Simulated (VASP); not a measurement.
# W (Pm-3m) in VASP: notebook

Runs on W. Level: r2SCAN. Tasks: single point, relaxation of cell and atoms.

Everything below comes from runs of VASP 6.6.1. Logs are shortened: lines on timing, memory, paths and dates and some standing lists are left out, and cuts for length are marked.

## Step 1: The cell of the first run

Symmetry: Pm-3m, No. 221, cubic system. Conventional cell: a = 2.613 Å, b = 2.613 Å, c = 2.613 Å, α = 90.00°, β = 90.00°, γ = 90.00°. W (site symmetry m-3m) has 6 W at 2.61 Å within 3.4 Å.

This isn't the form of W at room conditions, which is bcc.

## Step 2: Single point, r2SCAN

POSCAR reads:

```
W
1.0
    2.6132328019      0.0000000000      0.0000000000
    0.0000000000      2.6132328019      0.0000000000
    0.0000000000      0.0000000000      2.6132328019
W
1
Direct
    0.0000000000      0.0000000000      0.0000000000
```

INCAR.step1 reads:

```
ALGO = Normal
EDIFF = 1E-4
ENCUT = 520
GGA = PE
ISMEAR = 0
LASPH = T
LCHARG = F
LREAL = F
LWAVE = T
NBANDS = 13
NELM = 60
PREC = Accurate
SIGMA = 0.1
```

INCAR.step2 reads:

```
ALGO = Normal
EDIFF = 1E-6
ENCUT = 520
ISIF = 2
ISMEAR = 0
ISTART = 1
LASPH = T
LCHARG = T
LELF = T
LMIXTAU = T
LREAL = F
LVHAR = T
LWAVE = F
METAGGA = R2SCAN
NBANDS = 13
NELM = 60
PREC = Accurate
SIGMA = 0.1
```

KPOINTS reads:

```
k-points
0
Gamma
  6 6 6
```

Potentials or basis: VASP PAW PBE potentials, release 64 (W_sv).

Command:

```
$ cat potpaw_PBE.64/W_sv/POTCAR > POTCAR
$ cp INCAR.step1 INCAR
$ mpirun -np 1 vasp_std > vasp.out
$ cp INCAR.step2 INCAR
$ mpirun -np 1 vasp_std > vasp.out
```

OUTCAR:

```text
EDIFF = 1E-6
   ENCUT = 520
   ISIF = 2
   ISMEAR = 0
   ISTART = 1
   LASPH = T
   LREAL = F
   METAGGA = R2SCAN
   NELM = 60
   PREC = Accurate

 ion  position               nearest neighbor table
   1  0.000  0.000  0.000-

  LATTYP: Found a simple cubic cell.
 ALAT       =     2.6132328019

  Lattice vectors:

 A1 = (   2.6132328019,   0.0000000000,   0.0000000000)
 A2 = (   0.0000000000,   2.6132328019,   0.0000000000)
 A3 = (   0.0000000000,   0.0000000000,   2.6132328019)

Analysis of symmetry for initial positions (statically):
=====================================================================
 Subroutine PRICEL returns:
 Original cell was already a primitive cell.

 Routine SETGRP: Setting up the symmetry group for a
 simple cubic supercell.

 Subroutine GETGRP returns: Found 48 space group operations
 (whereof 48 operations were pure point group operations)
 out of a pool of 48 trial point group operations.

The static configuration has the point symmetry O_h .

Analysis of symmetry for dynamics (positions and initial velocities):
=====================================================================
 Subroutine PRICEL returns:
 Original cell was already a primitive cell.

 Routine SETGRP: Setting up the symmetry group for a
 simple cubic supercell.

 Subroutine GETGRP returns: Found 48 space group operations
 (whereof 48 operations were pure point group operations)
 out of a pool of 48 trial point group operations.

The dynamic configuration has the point symmetry O_h .

 Subroutine INISYM returns: Found 48 space group operations
 (whereof 48 operations are pure point group operations),
 and found     1 'primitive' translations

----------------------------------------------------------------------------------------

                                     Primitive cell

  volume of cell :      17.8457

  direct lattice vectors                    reciprocal lattice vectors
     2.613232802  0.000000000  0.000000000     0.382667782  0.000000000  0.000000000
     0.000000000  2.613232802  0.000000000     0.000000000  0.382667782  0.000000000
     0.000000000  0.000000000  2.613232802     0.000000000  0.000000000  0.382667782

  length of vectors
     2.613232802  2.613232802  2.613232802     0.382667782  0.382667782  0.382667782

  position of ions in fractional coordinates (direct lattice)
     0.000000000  0.000000000  0.000000000

  ion indices of the primitive-cell ions
   primitive index   ion index
                 1           1

----------------------------------------------------------------------------------------

 KPOINTS: k-points

Automatic generation of k-mesh.
 Grid dimensions read from file:
 generate k-points for:    6    6    6

 Generating k-lattice:

  Cartesian coordinates                     Fractional coordinates (reciprocal lattice)
     0.063777964  0.000000000  0.000000000     0.166666667  0.000000000  0.000000000
     0.000000000  0.063777964  0.000000000     0.000000000  0.166666667  0.000000000
     0.000000000  0.000000000  0.063777964     0.000000000  0.000000000  0.166666667

  Length of vectors
     0.063777964  0.063777964  0.063777964

  Shift w.r.t. Gamma in fractional coordinates (k-lattice)
     0.000000000  0.000000000  0.000000000

 Subroutine IBZKPT returns following result:
 ===========================================

 Found     20 irreducible k-points:

 Following reciprocal coordinates:
            Coordinates               Weight
  0.000000  0.000000  0.000000      1.000000
  0.166667  0.000000  0.000000      6.000000
  0.333333  0.000000  0.000000      6.000000
  0.500000  0.000000  0.000000      3.000000
  0.166667  0.166667  0.000000     12.000000
  0.333333  0.166667  0.000000     24.000000
[... 12 lines left out ...]
  0.500000  0.500000  0.333333      6.000000
  0.500000  0.500000  0.500000      1.000000
   k-points           NKPTS =     20   k-points in BZ     NKDIM =     20   number of bands    NBANDS=     13
   number of dos      NEDOS =    301   number of ions     NIONS =      1
   total plane-waves  NPLWV =   8000
   dimension x,y,z NGX =    20 NGY =   20 NGZ =   20
   dimension x,y,z NGXF=    40 NGYF=   40 NGZF=   40
   ions per type =               1
   NGX,Y,Z   is equivalent  to a cutoff of  12.72, 12.72, 12.72 a.u.
   NGXF,Y,Z  is equivalent  to a cutoff of  25.45, 25.45, 25.45 a.u.
 SYSTEM =  unknown system
   PREC   = accura    normal or accurate (medium, high low for compatibility)
   ISTART =      1    job   : 0-new  1-cont  2-samecut
   ICHARG =      0    charge: 1-file 2-atom 10-const
   ISPIN  =      1    spin polarized calculation?
   LNONCOLLINEAR =      F non collinear calculations
   LSORBIT =      F    spin-orbit coupling
   LASPH  =      T    aspherical Exc in radial PAW
   ENCUT  =  520.0 eV  38.22 Ry    6.18 a.u.   4.86  4.86  4.86*2*pi/ulx,y,z
   NELM   =     60;   NELMIN=  2; NELMDL=  0     # of ELM steps
   EDIFF  = 0.1E-05   stopping-criterion for ELM
   LREAL  =      F    real-space projection
   EDIFFG = 0.1E-04   stopping-criterion for IOM
   NSW    =      0    number of steps for IOM
   IBRION =     -1    ionic relax: 0-MD 1-quasi-New 2-CG
   NFREE  =      0    steps in history (QN), initial steepest desc. (CG)
   ISIF   =      2    stress and relaxation
   ISYM   =      2    0-nonsym 1-usesym 2-fastsym
   POTIM  = 0.5000    time-step for ionic-motion
   TEBEG  =    0.0;   TEEND  =   0.0 temperature during run
   PSTRESS=    0.0 pullay stress
   NELECT =      14.0000    total number of electrons
   NUPDOWN=      -1.0000    fix difference up-down
   EMIN   =  10.00;   EMAX   =-10.00  energy-range for DOS
   EFERMI =   0.00;   METHOD = LEGACY
   ISMEAR =     0;   SIGMA  =   0.10  broadening in eV -4-tet -1-fermi 0-gaus
   EFERMI_NEDOS =   21; number of points for ismear=-14 and -15
   IALGO  =     38    algorithm
   IMIX   =      4    mixing-type and parameters
     AMIX     =   0.40;   BMIX     =  1.00
     AMIX_MAG =   1.60;   BMIX_MAG =  1.00
  volume/ion in A,a.u.               =      17.85       120.43
  Fermi-wavevector in a.u.,A,eV,Ry     =   1.509869  2.853240 31.017281  2.279706
  Thomas-Fermi vector in A             =   2.620135
   LORBIT       =      0    0 simple, 1 ext, 2 COOP (PROOUT), +10 PAW based schemes
   METAGGA = R2SCAN    functional components
   LHFCALC =     F    Hartree Fock is set to
   AEXX    =    0.0000 exact exchange contribution
   IVDW    =     0    specifies the selected vdW correction
   LEPSILON=     F    determine dielectric tensor
   LRPA    =     F    only Hartree local field effects (RPA)
 non-spin polarized calculation
 Gauss-broadening in eV      SIGMA  =   0.10
  energy-cutoff  :      520.00
  volume of cell :       17.85
 maximum number of plane-waves:       500
 NGX is ok and might be reduce to    20
   NGX =  9   NGY =  9   NGZ =  9

 number of electron      14.0000004 magnetization

 Free energy of the ion-electron system (eV)
  ---------------------------------------------------
  ext. energy  EPLUGINS =         0.00000000
  ---------------------------------------------------
  free energy    TOTEN  =       -49.87744346 eV

  energy without entropy =      -49.86904022  energy(sigma->0) =      -49.87324184

 E-fermi :   9.5943     XC(G=0): -13.9845

 val. band max:        9.3097721071   @ k =   0.3333   0.3333   0.1667
 cond. band min:       9.6491062197   @ k =   0.3333   0.3333   0.1667
 fundamental gap:      0.3393341125
 Fermi energy:         9.5942586845

 k-point     1 :       0.0000    0.0000    0.0000
  band No.  band energies     occupation
      1     -66.4365      2.00000
      2     -29.3214      2.00000
      3     -29.3214      2.00000
      4     -29.3214      2.00000
      5       0.4606      2.00000
      6       4.7740      2.00000
      7       4.7740      2.00000
      8      14.7472      0.00000
      9      14.7472      0.00000
     10      14.7472      0.00000
     11      25.3888      0.00000
     12      25.3888      0.00000
     13      25.3888      0.00000

 k-point     2 :       0.1667    0.0000    0.0000
  band No.  band energies     occupation
      1     -66.4067      2.00000
      2     -29.7114      2.00000
      3     -29.2887      2.00000
      4     -29.2887      2.00000
      5       1.3442      2.00000
      6       5.0141      2.00000
      7       5.7928      2.00000
      8      13.4189      0.00000
      9      13.4189      0.00000
     10      14.8488      0.00000
     11      21.9570      0.00000
     12      27.1913      0.00000
     13      27.1913      0.00000

 k-point     3 :       0.3333    0.0000    0.0000
  band No.  band energies     occupation
      1     -66.3468      2.00000
      2     -30.4416      2.00000
      3     -29.2227      2.00000
      4     -29.2227      2.00000
      5       3.1131      2.00000
      6       5.5395      2.00000
      7       8.0229      2.00000
      8      11.4832      0.00000
      9      11.4832      0.00000
     10      15.0586      0.00000
     11      19.0361      0.00000
     12      25.6365      0.00000
     13      30.2290      0.00000
[... 241 lines left out ...]
 k-point    19 :       0.5000    0.5000    0.3333
  band No.  band energies     occupation
      1     -66.1147      2.00000
      2     -30.4457      2.00000
      3     -30.4457      2.00000
      4     -30.0831      2.00000
      5       4.9072      2.00000
      6       6.3711      2.00000
      7       6.3711      2.00000
      8      13.0361      0.00000
      9      17.5660      0.00000
     10      19.0317      0.00000
     11      20.6631      0.00000
     12      20.6631      0.00000
     13      24.2785      0.00000

 k-point    20 :       0.5000    0.5000    0.5000
  band No.  band energies     occupation
      1     -66.0860      2.00000
      2     -30.3989      2.00000
      3     -30.3989      2.00000
      4     -30.3989      2.00000
      5       5.4488      2.00000
      6       5.4488      2.00000
      7       5.4488      2.00000
      8      17.4366      0.00000
      9      17.6413      0.00000
     10      17.6413      0.00000
     11      21.9379      0.00000
     12      21.9379      0.00000
     13      21.9379      0.00000

------------------------ aborting loop because EDIFF is reached ----------------------------------------

  FORCE on cell =-STRESS in cart. coord.  units (eV):
  Direction    XX          YY          ZZ          XY          YZ          ZX
  --------------------------------------------------------------------------------------
  -------------------------------------------------------------------------------------
  Total        0.1220049      0.1220049      0.1220049      0.0000000      0.0000000     -0.0000000
  in kB       10.9535201     10.9535201     10.9535201      0.0000000      0.0000000     -0.0000000
  external PRESSURE =      10.9535201 kB  Pullay stress =       0.0000000 kB

 VOLUME and BASIS-vectors are now :
 -----------------------------------------------------------------------------
  energy-cutoff  :      520.00
  volume of cell :       17.85
      direct lattice vectors                 reciprocal lattice vectors
     2.613232802  0.000000000  0.000000000     0.382667782  0.000000000  0.000000000
     0.000000000  2.613232802  0.000000000     0.000000000  0.382667782  0.000000000
     0.000000000  0.000000000  2.613232802     0.000000000  0.000000000  0.382667782

 POSITION                                       TOTAL-FORCE (eV/Angst)
 -----------------------------------------------------------------------------------
      0.00000      0.00000      0.00000         0.000000      0.000000      0.000000
 -----------------------------------------------------------------------------------
    total drift:                                0.000000      0.000000      0.000000

  FREE ENERGIE OF THE ION-ELECTRON SYSTEM (eV)
  ---------------------------------------------------
  free  energy   TOTEN  =       -49.8774434637 eV

  energy  without entropy=      -49.8690402236  energy(sigma->0) =      -49.87324184
```

Run time: 35 s. Hardware: 1 thread of Intel Xeon 8259CL, shared host; peak memory 0.12 GiB.

What came out:

- Free energy: -49.8774 eV
- Pressure: 1.1 GPa
- Band gap on the k mesh: zero (bands 7 and 8 overlap by 2.62 eV)

Caveat: the k points lie up to 0.40 Å⁻¹ apart, too coarse for converged energies and pressures of a metal; the PAW data sets were made with another functional, which shifts forces and pressure a little; spin-orbit coupling is left out, which moves the levels of the heavy elements.

[end of part 1 of 2]
